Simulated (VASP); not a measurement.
# Mg6F in VASP: notebook

Mg6F is run at these levels: PBE; tasks: single point.

All numbers are computed with VASP 6.6.1; they aren't measurements. Logs are shortened: lines on timing, memory, paths and dates and some standing lists are left out, and cuts for length are marked.

### 1 The cell of the first run

The cell holds a slab with vacuum, 7 atoms: a = 3.203 Å, b = 7.978 Å, c = 20.985 Å, α = 90.00°, β = 90.00°, γ = 101.58°.

### 2 Single point, PBE

INCAR reads:

```
PREC     = Accurate       # precision mode
ENCUT    = 520            # plane-wave cutoff, eV
EDIFF    = 1E-6           # SCF threshold, eV
ISMEAR   = 0              # smearing method
SIGMA    = 0.1            # smearing width, eV
LREAL    = F              # projectors in reciprocal space
LASPH    = T              # aspherical terms in the spheres
NELM     = 100            # most SCF steps
ALGO     = Normal         # electronic algorithm
ISIF     = 2              # what is computed and relaxed
LWAVE    = F              # write WAVECAR
LCHARG   = F              # write CHGCAR
LDIPOL   = T            
IDIPOL   = 3            
DIPOL    = 0.5 0.5 0.315
GGA      = PE             # functional
NBANDS   = 18             # bands
```

KPOINTS reads:

```
Automatic mesh
0
Gamma
  9 4 1
```

POSCAR reads:

```
Mg6F
1.0
    3.2034417932      0.0000000000      0.0000000000
   -1.6017208966      7.8153198520      0.0000000000
    0.0000000000      0.0000000000     20.9851131634
Mg F
6 1
Direct
    0.8493879956      0.6987759913      0.1906113143
    0.5210014932      0.0420029864      0.2197581863
    0.1926149907      0.3852299814      0.2489050583
    0.3710660944      0.7414803149      0.3283003664
    0.0426232582      0.0834482649      0.3542380799
    0.7128162912      0.4251093731      0.3805132287
    0.7128162912      0.4251093731      0.4820137535
```

Potentials or basis: VASP PAW PBE potentials, release 64 (Mg, F).

The run is started by

```console
cat potpaw_PBE.64/Mg/POTCAR potpaw_PBE.64/F/POTCAR > POTCAR
mpirun -np 1 vasp_std > vasp.out
```

OUTCAR:

```text
PREC = Accurate
   ENCUT = 520
   EDIFF = 1E-6
   ISMEAR = 0
   LREAL = F
   LASPH = T
   NELM = 100
   ISIF = 2
   GGA = PE

 ion  position               nearest neighbor table
   1  0.849  0.699  0.191-   3 3.17   3 3.17   2 3.18   2 3.18   4 3.32   4 3.32
   2  0.521  0.042  0.220-   3 3.18   3 3.18   1 3.18   1 3.18   5 3.26   5 3.26   4 3.27
   3  0.193  0.385  0.249-   1 3.17   1 3.17   2 3.18   2 3.18   6 3.21   6 3.21   5 3.23   4 3.24

   4  0.371  0.741  0.328-   6 3.14   6 3.14   5 3.16   5 3.16   3 3.24   2 3.27   1 3.32   1 3.32

   5  0.043  0.083  0.354-   6 3.16   4 3.16   6 3.16   4 3.16   3 3.23   2 3.26   2 3.26
   6  0.713  0.425  0.381-   7 2.13   4 3.14   4 3.14   5 3.16   5 3.16   3 3.21   3 3.21
   7  0.713  0.425  0.482-   6 2.13

  LATTYP: Found a base centered orthorhombic cell.
 ALAT       =     3.2034417932
 B/A-ratio  =     4.8793268968
 C/A-ratio  =     6.5508020804

  Lattice vectors:

 A1 = (   1.6017208966,  -7.8153198520,   0.0000000000)
 A2 = (   1.6017208966,   7.8153198520,   0.0000000000)
 A3 = (   0.0000000000,   0.0000000000,  20.9851131634)

Analysis of symmetry for initial positions (statically):
=====================================================================
 Subroutine PRICEL returns:
 Original cell was already a primitive cell.

 Routine SETGRP: Setting up the symmetry group for a
 base centered orthorhombic supercell.

 Subroutine GETGRP returns: Found  1 space group operations
 (whereof  1 operations were pure point group operations)
 out of a pool of  8 trial point group operations.

The static configuration has the point symmetry C_1 .

Analysis of symmetry for dynamics (positions and initial velocities):
=====================================================================
 Subroutine PRICEL returns:
 Original cell was already a primitive cell.

 Routine SETGRP: Setting up the symmetry group for a
 base centered orthorhombic supercell.

 Subroutine GETGRP returns: Found  1 space group operations
 (whereof  1 operations were pure point group operations)
 out of a pool of  8 trial point group operations.

The dynamic configuration has the point symmetry C_1 .

 Subroutine INISYM returns: Found  1 space group operations
 (whereof  1 operations are pure point group operations),
 and found     1 'primitive' translations

----------------------------------------------------------------------------------------

                                     Primitive cell

  volume of cell :     525.3817

  direct lattice vectors                    reciprocal lattice vectors
     3.203441793  0.000000000  0.000000000     0.312164249  0.063976908  0.000000000
    -1.601720897  7.815319852  0.000000000     0.000000000  0.127953816  0.000000000
     0.000000000  0.000000000 20.985113163     0.000000000  0.000000000  0.047652829

  length of vectors
     3.203441793  7.977764989 20.985113163     0.318652731  0.127953816  0.047652829

  position of ions in fractional coordinates (direct lattice)
     0.849387996  0.698775991  0.190611314
     0.521001493  0.042002986  0.219758186
     0.192614991  0.385229981  0.248905058
     0.371066094  0.741480315  0.328300366
     0.042623258  0.083448265  0.354238080
     0.712816291  0.425109373  0.380513229
     0.712816291  0.425109373  0.482013753

  ion indices of the primitive-cell ions
   primitive index   ion index
                 1           1
                 2           2
                 3           3
                 4           4
                 5           5
                 6           6
                 7           7

----------------------------------------------------------------------------------------

 KPOINTS: Automatic mesh

Automatic generation of k-mesh.
 Grid dimensions read from file:
 generate k-points for:    9    4    1

 Generating k-lattice:

  Cartesian coordinates                     Fractional coordinates (reciprocal lattice)
     0.034684917  0.007108545  0.000000000     0.111111111 -0.000000000  0.000000000
     0.000000000  0.031988454  0.000000000     0.000000000  0.250000000  0.000000000
     0.000000000  0.000000000  0.047652829     0.000000000  0.000000000  1.000000000

  Length of vectors
     0.035405859  0.031988454  0.047652829

  Shift w.r.t. Gamma in fractional coordinates (k-lattice)
     0.000000000  0.000000000  0.000000000

 -----------------------------------------------------------------------------
|                                                                             |
|           W    W    AA    RRRRR   N    N  II  N    N   GGGG   !!!           |
|           W    W   A  A   R    R  NN   N  II  NN   N  G    G  !!!           |
|           W    W  A    A  R    R  N N  N  II  N N  N  G       !!!           |
|           W WW W  AAAAAA  RRRRR   N  N N  II  N  N N  G  GGG   !            |
|           WW  WW  A    A  R   R   N   NN  II  N   NN  G    G                |
|           W    W  A    A  R    R  N    N  II  N    N   GGGG   !!!           |
|                                                                             |
|     Your reciprocal lattice and k-lattice belong to different lattice       |
|     classes:                                                                |
|                                                                             |
|        The reciprocal lattice is base centered orthorhombic,                |
|        whereas your k-lattice is simple monoclinic.                         |
|                                                                             |
|     Results are often still useful ...                                      |
|                                                                             |
 -----------------------------------------------------------------------------

 WARNING: IBZKPT: internal override: KBLOWUP is changed to .FALSE.
      ... skipping the blow-up phase ...

 Subroutine IBZKPT returns following result:
 ===========================================

 Found     19 irreducible k-points:

 Following reciprocal coordinates:
            Coordinates               Weight
  0.000000  0.000000  0.000000      1.000000
  0.111111 -0.000000  0.000000      2.000000
  0.222222 -0.000000  0.000000      2.000000
  0.333333 -0.000000  0.000000      2.000000
  0.444444 -0.000000  0.000000      2.000000
  0.000000  0.250000  0.000000      2.000000
[... 11 lines left out ...]
  0.333333  0.500000  0.000000      2.000000
  0.444444  0.500000  0.000000      2.000000
   k-points           NKPTS =     19   k-points in BZ     NKDIM =     19   number of bands    NBANDS=     18
   number of dos      NEDOS =    301   number of ions     NIONS =      7
   total plane-waves  NPLWV = 230400
   dimension x,y,z NGX =    24 NGY =   60 NGZ =  160
   dimension x,y,z NGXF=    48 NGYF=  120 NGZF=  320
   ions per type =               6   1
   NGX,Y,Z   is equivalent  to a cutoff of  12.46, 12.50, 12.68 a.u.
   NGXF,Y,Z  is equivalent  to a cutoff of  24.91, 25.01, 25.35 a.u.
 SYSTEM =  unknown system
   PREC   = accura    normal or accurate (medium, high low for compatibility)
   ISTART =      0    job   : 0-new  1-cont  2-samecut
   ICHARG =      2    charge: 1-file 2-atom 10-const
   ISPIN  =      1    spin polarized calculation?
   LNONCOLLINEAR =      F non collinear calculations
   LSORBIT =      F    spin-orbit coupling
   LASPH  =      T    aspherical Exc in radial PAW
   ENCUT  =  520.0 eV  38.22 Ry    6.18 a.u.   5.96 14.83 39.02*2*pi/ulx,y,z
   NELM   =    100;   NELMIN=  2; NELMDL= -5     # of ELM steps
   EDIFF  = 0.1E-05   stopping-criterion for ELM
   LREAL  =      F    real-space projection
   EDIFFG = 0.1E-04   stopping-criterion for IOM
   NSW    =      0    number of steps for IOM
   IBRION =     -1    ionic relax: 0-MD 1-quasi-New 2-CG
   NFREE  =      0    steps in history (QN), initial steepest desc. (CG)
   ISIF   =      2    stress and relaxation
   ISYM   =      2    0-nonsym 1-usesym 2-fastsym
   POTIM  = 0.5000    time-step for ionic-motion
   TEBEG  =    0.0;   TEEND  =   0.0 temperature during run
   PSTRESS=    0.0 pullay stress
   NELECT =      19.0000    total number of electrons
   NUPDOWN=      -1.0000    fix difference up-down
   EMIN   =  10.00;   EMAX   =-10.00  energy-range for DOS
   EFERMI =   0.00;   METHOD = LEGACY
   ISMEAR =     0;   SIGMA  =   0.10  broadening in eV -4-tet -1-fermi 0-gaus
   EFERMI_NEDOS =   21; number of points for ismear=-14 and -15
   IALGO  =     38    algorithm
   IMIX   =      4    mixing-type and parameters
     AMIX     =   0.40;   BMIX     =  1.00
     AMIX_MAG =   1.60;   BMIX_MAG =  1.00
  volume/ion in A,a.u.               =      75.05       506.49
  Fermi-wavevector in a.u.,A,eV,Ry     =   0.541379  1.023057  3.987742  0.293091
  Thomas-Fermi vector in A             =   1.568933
   LORBIT       =      0    0 simple, 1 ext, 2 COOP (PROOUT), +10 PAW based schemes
   GGA     = PE    functional components
   LHFCALC =     F    Hartree Fock is set to
   AEXX    =    0.0000 exact exchange contribution
   IVDW    =     0    specifies the selected vdW correction
   LEPSILON=     F    determine dielectric tensor
   LRPA    =     F    only Hartree local field effects (RPA)
 non-spin polarized calculation
 Gauss-broadening in eV      SIGMA  =   0.10
  energy-cutoff  :      520.00
  volume of cell :      525.38
 maximum number of plane-waves:     14191
   NGX = 11   NGY = 29   NGZ = 79

 number of electron      19.0000000 magnetization

 dipolmoment           0.000000      0.000000      0.606574 electrons x Angstroem

 Free energy of the ion-electron system (eV)
  ---------------------------------------------------
  ext. energy  EPLUGINS =         0.00000000
  ---------------------------------------------------
  free energy    TOTEN  =       -11.72859582 eV

  energy without entropy =      -11.71622652  energy(sigma->0) =      -11.72241117

 E-fermi :  -3.4224     XC(G=0):  -3.2260

 val. band max:       -3.4338517039   @ k =  -0.2222   0.2500   0.0000
 cond. band min:      -3.3292128637   @ k =   0.1111   0.5000   0.0000
 fundamental gap:      0.1046388402
 Fermi energy:        -3.4223661238

 k-point     1 :       0.0000    0.0000    0.0000
  band No.  band energies     occupation
      1     -22.9106      2.00000
      2      -9.4258      2.00000
      3      -7.3543      2.00000
      4      -7.0471      2.00000
      5      -6.7765      2.00000
      6      -5.3553      2.00000
[... 10 lines left out ...]
     17       0.5970      0.00000
     18       1.1651      0.00000

 k-point     2 :       0.1111   -0.0000    0.0000
  band No.  band energies     occupation
      1     -22.9023      2.00000
      2      -9.2381      2.00000
      3      -7.2407      2.00000
      4      -6.9293      2.00000
      5      -6.4622      2.00000
      6      -5.2974      2.00000
[... 10 lines left out ...]
     17       0.8190      0.00000
     18       1.2282      0.00000

 k-point     3 :       0.2222   -0.0000    0.0000
  band No.  band energies     occupation
      1     -22.8812      2.00000
      2      -8.6774      2.00000
      3      -6.8812      2.00000
      4      -6.4337      2.00000
      5      -5.6977      2.00000
      6      -5.1010      2.00000
[... 307 lines left out ...]
 k-point    18 :       0.3333    0.5000    0.0000
  band No.  band energies     occupation
      1     -22.8570      2.00000
      2      -7.5526      2.00000
      3      -6.7700      2.00000
      4      -5.4636      2.00000
      5      -4.9372      2.00000
      6      -4.5124      2.00000
[... 10 lines left out ...]
     17       0.1211      0.00000
     18       0.6903      0.00000

 k-point    19 :       0.4444    0.5000    0.0000
  band No.  band energies     occupation
      1     -22.8411      2.00000
      2      -6.4098      2.00000
      3      -5.4186      2.00000
      4      -5.0314      2.00000
      5      -4.8455      2.00000
      6      -4.6068      2.00000
[... 10 lines left out ...]
     17       0.0957      0.00000
     18       0.2472      0.00000

------------------------ aborting loop because EDIFF is reached ----------------------------------------

 vacuum level on the upper side and lower side of the slab       (xc-potential included)         2.131        -2.143

  FORCE on cell =-STRESS in cart. coord.  units (eV):
  Direction    XX          YY          ZZ          XY          YZ          ZX
  --------------------------------------------------------------------------------------
  -------------------------------------------------------------------------------------
  Total       -1.3220118     -0.9242173     -6.6627843     -0.3562165     -0.3521277     -0.0046869
  in kB       -4.0315403     -2.8184462    -20.3184898     -1.0862999     -1.0738307     -0.0142930
  external PRESSURE =      -9.0561587 kB  Pullay stress =       0.0000000 kB

 VOLUME and BASIS-vectors are now :
 -----------------------------------------------------------------------------
  energy-cutoff  :      520.00
  volume of cell :      525.38
      direct lattice vectors                 reciprocal lattice vectors
     3.203441793  0.000000000  0.000000000     0.312164249  0.063976908  0.000000000
    -1.601720897  7.815319852  0.000000000     0.000000000  0.127953816  0.000000000
     0.000000000  0.000000000 20.985113163     0.000000000  0.000000000  0.047652829

 POSITION                                       TOTAL-FORCE (eV/Angst)
 -----------------------------------------------------------------------------------
      1.60172      5.46116      4.00000         0.001097      0.073492      0.078275
      1.60172      0.32827      4.61165        -0.000810     -0.055160      0.016686
      0.00000      3.01070      5.22330         0.001507      0.014622     -0.000519
      0.00104      5.79491      6.88942        -0.000835      0.079371     -0.076137
      0.00288      0.65217      7.43373        -0.001679     -0.067844      0.092898
      1.60256      3.32237      7.98511        -0.000004      0.028708      2.870061
      1.60256      3.32237     10.11511         0.000724     -0.073189     -2.981264
 -----------------------------------------------------------------------------------
    total drift:                                0.000596     -0.000229      0.000584

  FREE ENERGIE OF THE ION-ELECTRON SYSTEM (eV)
  ---------------------------------------------------
  free  energy   TOTEN  =       -11.7285958215 eV

  energy  without entropy=      -11.7162265235  energy(sigma->0) =      -11.72241117

 vacuum level on the upper side and lower side of the slab         4.626         0.242
```

It took 3.7 min on 1 thread of Intel Xeon Platinum 8488C (Sapphire Rapids), shared host; peak memory 0.57 GiB.

What came out:

* Free energy: -11.7286 eV
* Largest force: 2.982 eV/Å

Forces in eV/Å, atoms in the order of the input:
```
Mg   0.001  0.073  0.078
Mg  -0.001 -0.055  0.017
Mg   0.002  0.015 -0.001
Mg  -0.001  0.079 -0.076
Mg  -0.002 -0.068  0.093
Mg   0.000  0.029  2.870
F    0.001 -0.073 -2.981
```

Caveat: an odd number of electrons without spin polarisation forces a metal; a magnetic or distorted state may lie lower.

### 3 Single point, PBE

INCAR reads:

```
SYSTEM = Mg6F
PREC = Accurate ; ENCUT = 520
EDIFF = 1E-6 ; ISMEAR = 0
SIGMA = 0.1 ; LREAL = .FALSE.
LASPH = .TRUE. ; NELM = 60
ALGO = Normal ; ISIF = 2
LWAVE = .FALSE. ; LCHARG = .FALSE.
LDIPOL = .TRUE. ; IDIPOL = 3
DIPOL = 0.5 0.5 0.321 ; GGA = PE
NBANDS = 18
```

KPOINTS reads:

```
regular mesh
0
G
  9 4 1
  0 0 0
```

POSCAR: that of step 2 with these lines changed.

```diff
@@ -14,2 +14,2 @@
     0.7128162912      0.4251093731      0.3805132287
-    0.7128162912      0.4251093731      0.4820137535
+    0.7128162912      0.4251093731      0.5249012992
```

Potentials or basis: VASP PAW PBE potentials, release 64 (Mg, F).

The run is started by

```console
cat potpaw_PBE.64/Mg/POTCAR potpaw_PBE.64/F/POTCAR > POTCAR
mpirun -np 1 vasp_std > vasp.out
```

Wall time 6.4 min (1 thread of Intel Xeon Platinum 8488C (Sapphire Rapids), shared host); peak memory 0.56 GiB.

The run converged. Its results:

```
Free energy   : -9.5505 eV
Largest force : 1.593 eV/Å
```

Forces in eV/Å, atoms in the order of the input:
```
Mg   0.001  0.079  0.111
Mg  -0.001 -0.078  0.020
Mg   0.001  0.016 -0.056
Mg  -0.001  0.043 -0.026
Mg  -0.002 -0.064  0.089
Mg   0.000  0.039  1.454
F    0.001 -0.036 -1.592
```

Levels at points of the mesh, in eV from the Fermi level:
```
           k point  band 5  band 6  band 7  band 8  band 9  band 10  band 11  band 12  band 13  band 14
(0.00, 0.00, 0.00)   -3.44   -1.73   -1.52   -0.72   -0.38    -0.25     0.04     1.19     1.60     2.58
(0.00, 0.50, 0.00)   -3.20   -0.97   -0.80   -0.47   -0.35    -0.20     0.04     0.06     1.24     1.93
```

Caveat: an odd number of electrons without spin polarisation forces a metal; a magnetic or distorted state may lie lower.
